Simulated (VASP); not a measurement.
# Al32H (a cell with a defect) in VASP: notebook, part 2 of 2

VASP 6.6.1. Earlier steps stand in the parts before.

## Step 3: Single point, PBE

File INCAR:

```
ALGO = Normal
EDIFF = 1E-6
ENCUT = 520
GGA = PE
ISIF = 2
ISMEAR = 0
LASPH = T
LCHARG = F
LREAL = Auto
LWAVE = F
NBANDS = 70
NELM = 80
PREC = Accurate
SIGMA = 0.05
```

File KPOINTS:

```
k-points
0
Gamma
  2 2 2
```

File POSCAR:

```
Al32H
1.0
    8.1000000000      0.0000000000      0.0000000000
    0.0000000000      8.1000000000      0.0000000000
    0.0000000000      0.0000000000      8.1000000000
Al H
32 1
Direct
    0.5023595062     -0.0032795062      0.0022586420
    0.7497002469      0.2506427160      0.0019143210
    0.7493812346     -0.0017371605      0.2481841975
    0.0011104938      0.0006016049      0.0021365432
    0.2524108642      0.2465061728      0.0054787654
    0.4991488889      0.4982539506      0.0008611111
    0.7459676543      0.7526330864      0.0026120988
    0.2485748148     -0.0031666667      0.2506169136
    0.5028648148      0.2500544444      0.2508792593
    0.7431693827      0.4982808642      0.2549400000
    0.5006758025     -0.0017265432      0.5017611111
    0.7472070370      0.2500723457      0.4991046914
    0.7476660494     -0.0032404938      0.7476919753
   -0.0187761728      0.5061433333      0.0222335802
    0.2492782716      0.7515911111      0.0021634568
    0.0011451852      0.2500697531      0.2494566667
    0.2483791358      0.4979977778      0.2483338272
    0.5014722222      0.7505732099      0.2490911111
    0.0015092593     -0.0031429630      0.4993207407
    0.2489537037      0.2500969136      0.5005303704
    0.5068624691      0.4982881481      0.4950544444
    0.7485623457      0.7505924691      0.5008361728
    0.2489845679      0.0005990123      0.7478155556
    0.5003444444      0.2506658025      0.7480620988
    0.7509272840      0.4982776543      0.7491224691
    0.0002771605      0.7533686420      0.2523092593
    0.0017306173      0.4980258025      0.5016174074
    0.2498162963      0.7533709877      0.4976397531
   -0.0022962963      0.2465288889      0.7445130864
    0.2688255556      0.5061870370      0.7278072840
    0.5041003704      0.7526441975      0.7473451852
    0.0007570370      0.7516502469      0.7477628395
    0.1249588889      0.4358890123      0.8749524691
```

Potentials or basis: VASP PAW PBE potentials, release 64 (Al, H).

Run with:

```
cat potpaw_PBE.64/Al/POTCAR potpaw_PBE.64/H/POTCAR > POTCAR
mpirun -np 1 vasp_std > vasp.out
```

OUTCAR:

```text
EDIFF = 1E-6
   ENCUT = 520
   GGA = PE
   ISIF = 2
   ISMEAR = 0
   LASPH = T
   LREAL = Auto
   NELM = 80
   PREC = Accurate

 ion  position               nearest neighbor table
   1  0.502  0.997  0.002-   7 2.79   3 2.82  18 2.82  15 2.85  31 2.86   5 2.86  13 2.86   2 2.87
                             9 2.88   8 2.88  23 2.91  24 2.91
   2  0.750  0.251  0.002-  14 2.80   9 2.84   6 2.85   3 2.86  16 2.86  25 2.87  10 2.87   1 2.87
                             4 2.87  24 2.88  29 2.90  13 2.91
   3  0.749  0.998  0.248-   7 2.81   1 2.82  18 2.84  26 2.84   4 2.85   9 2.85   2 2.86  22 2.87
                            11 2.88  12 2.88  19 2.88  16 2.88
   4  0.001  0.001  0.002-   8 2.84  16 2.85  15 2.85   5 2.85  26 2.85   3 2.85   2 2.87  23 2.88
                             7 2.88  32 2.88  29 2.89  13 2.91
   5  0.252  0.247  0.005-  17 2.83   8 2.83  16 2.84   9 2.84   4 2.85   6 2.86   1 2.86  23 2.89
                            24 2.90  29 2.95  14 3.04  30 3.08
   6  0.499  0.498  0.001-   2 2.85  10 2.85   9 2.85  17 2.85   5 2.86  24 2.87  18 2.87   7 2.87
                            15 2.88  25 2.88  30 2.89  31 2.91
   7  0.746  0.753  0.003-  14 2.76   1 2.79  18 2.81   3 2.81  31 2.85  13 2.86   6 2.87   4 2.88
                            26 2.89  10 2.90  25 2.91  32 2.92
   8  0.249  0.997  0.251-  28 2.81  26 2.82  15 2.83   5 2.83  19 2.84   4 2.84  18 2.86  16 2.87
                             1 2.88  20 2.88  11 2.88   9 2.91
   9  0.503  0.250  0.251-  10 2.80  21 2.82  12 2.82   2 2.84   5 2.84   6 2.85   3 2.85   1 2.88
                            17 2.88  11 2.88  20 2.88   8 2.91
  10  0.743  0.498  0.255-  14 2.70  21 2.73   9 2.80  12 2.82  18 2.83   6 2.85  22 2.85   2 2.87
                            27 2.89  16 2.90   7 2.90  26 2.93
  11  0.501  0.998  0.502-  31 2.81  13 2.82  22 2.84  28 2.84  23 2.85  12 2.85  24 2.86  18 2.87
                             3 2.88   9 2.88   8 2.88  20 2.88
  12  0.747  0.250  0.499-  21 2.80  10 2.82   9 2.82  24 2.84  29 2.84  25 2.85  11 2.85  13 2.87
                            27 2.88   3 2.88  16 2.88  19 2.91
  13  0.748  0.997  0.748-  31 2.79  11 2.82  22 2.82  32 2.85   7 2.86  29 2.86   1 2.86  24 2.87
                            12 2.87  19 2.88   4 2.91   2 2.91
  14  0.981  0.506  0.022-  33 1.76  10 2.70  26 2.74   7 2.76  16 2.78   2 2.80  17 2.84  25 2.89
                            15 2.95  32 2.99   5 3.04  29 3.08  30 3.33
  15  0.249  0.752  0.002-   8 2.83   4 2.85   1 2.85  18 2.86  26 2.86  17 2.86  32 2.88   6 2.88
                            23 2.88  31 2.92  14 2.95  30 2.99
[... 251 lines left out ...]
 maximum number of plane-waves:     14400
   NGX = 31   NGY = 31   NGZ = 31

 number of electron      96.9999999 magnetization

 Free energy of the ion-electron system (eV)
  ---------------------------------------------------
  ext. energy  EPLUGINS =         0.00000000
  ---------------------------------------------------
  free energy    TOTEN  =      -122.33768878 eV

  energy without entropy =     -122.31070623  energy(sigma->0) =     -122.32419751

 E-fermi :   7.5890     XC(G=0): -10.1922

 val. band max:        7.5553952747   @ k =   0.0000   0.5000   0.0000
 cond. band min:       7.6020515521   @ k =   0.0000   0.0000   0.5000
 fundamental gap:      0.0466562774
 Fermi energy:         7.5890007450

 k-point     1 :       0.0000    0.0000    0.0000
  band No.  band energies     occupation
      1      -3.2479      2.00000
      2      -1.4638      2.00000
      3      -0.9964      2.00000
      4      -0.9690      2.00000
      5      -0.9082      2.00000
      6      -0.8911      2.00000
[... 493 lines left out ...]
     59      11.2591      0.00000
     60      11.2701      0.00000
 [bands above 60 left out]

------------------------ aborting loop because EDIFF is reached ----------------------------------------

  FORCE on cell =-STRESS in cart. coord.  units (eV):
  Direction    XX          YY          ZZ          XY          YZ          ZX
  --------------------------------------------------------------------------------------
  -------------------------------------------------------------------------------------
  Total        4.1458315      2.9807695      3.3253765      0.0005491     -0.0008970     -1.7911317
  in kB       12.4987669      8.9863622     10.0252761      0.0016553     -0.0027044     -5.3998669
  external PRESSURE =      10.5034684 kB  Pullay stress =       0.0000000 kB

 VOLUME and BASIS-vectors are now :
 -----------------------------------------------------------------------------
  energy-cutoff  :      520.00
  volume of cell :      531.44
      direct lattice vectors                 reciprocal lattice vectors
     8.100000000  0.000000000  0.000000000     0.123456790  0.000000000  0.000000000
     0.000000000  8.100000000  0.000000000     0.000000000  0.123456790  0.000000000
     0.000000000  0.000000000  8.100000000     0.000000000  0.000000000  0.123456790

 POSITION                                       TOTAL-FORCE (eV/Angst)
 -----------------------------------------------------------------------------------
      4.06911      8.07344      0.01830        -0.021975     -0.006086     -0.002388
      6.07257      2.03021      0.01551         0.002976      0.029990      0.017712
      6.06999      8.08593      2.01029        -0.007833      0.000701     -0.000390
      0.00899      0.00487      0.01731        -0.003404      0.026752      0.016645
      2.04453      1.99670      0.04438        -0.025034      0.049194     -0.019195
      4.04311      4.03586      0.00697        -0.003326     -0.001626     -0.000915
[... 25 lines left out ...]
      0.00613      6.08837      6.05688         0.050958     -0.018959      0.031654
      1.01217      3.53070      7.08711         0.000038     -0.532379     -0.000217
 -----------------------------------------------------------------------------------
    total drift:                                0.003585     -0.007161     -0.000165

  FREE ENERGIE OF THE ION-ELECTRON SYSTEM (eV)
  ---------------------------------------------------
  free  energy   TOTEN  =      -122.3376887847 eV

  energy  without entropy=     -122.3107062330  energy(sigma->0) =     -122.32419751
```

Run time: 4.7 min. Hardware: 1 thread of Intel Xeon Platinum 8259CL at 2.50GHz (Skylake/Cascade Lake), shared host; peak memory 0.56 GiB.

Results:

```yaml
Free_energy: -122.3377 eV
Pressure: 1.1 GPa
Largest_force: 0.532 eV/Å
```

Forces in eV/Å, atoms in the order of the input:
```
Al  -0.022 -0.006 -0.002
Al   0.003  0.030  0.018
Al  -0.008  0.001  0.000
Al  -0.003  0.027  0.017
Al  -0.025  0.049 -0.019
Al  -0.003 -0.002 -0.001
Al  -0.028  0.032  0.018
Al  -0.015 -0.005 -0.028
Al  -0.007  0.006 -0.013
Al   0.004  0.001 -0.006
Al   0.008  0.001  0.000
Al   0.007  0.005  0.013
Al   0.022 -0.007  0.003
Al   0.014  0.066 -0.002
Al  -0.050 -0.019 -0.032
Al   0.002  0.025 -0.007
Al  -0.010 -0.004 -0.005
Al  -0.015  0.026 -0.028
Al   0.015 -0.005  0.029
Al  -0.004  0.025  0.007
Al  -0.003  0.001  0.007
Al   0.015  0.026  0.029
Al   0.003  0.027 -0.017
Al  -0.002  0.029 -0.018
Al   0.004 -0.001  0.000
Al  -0.013  0.041  0.026
Al   0.010 -0.004  0.005
Al   0.013  0.040 -0.026
Al   0.025  0.049  0.018
Al  -0.013  0.066  0.001
Al   0.027  0.032 -0.017
Al   0.051 -0.019  0.032
H    0.000 -0.532  0.000
```

Caveat: the k points lie up to 0.39 Å⁻¹ apart.
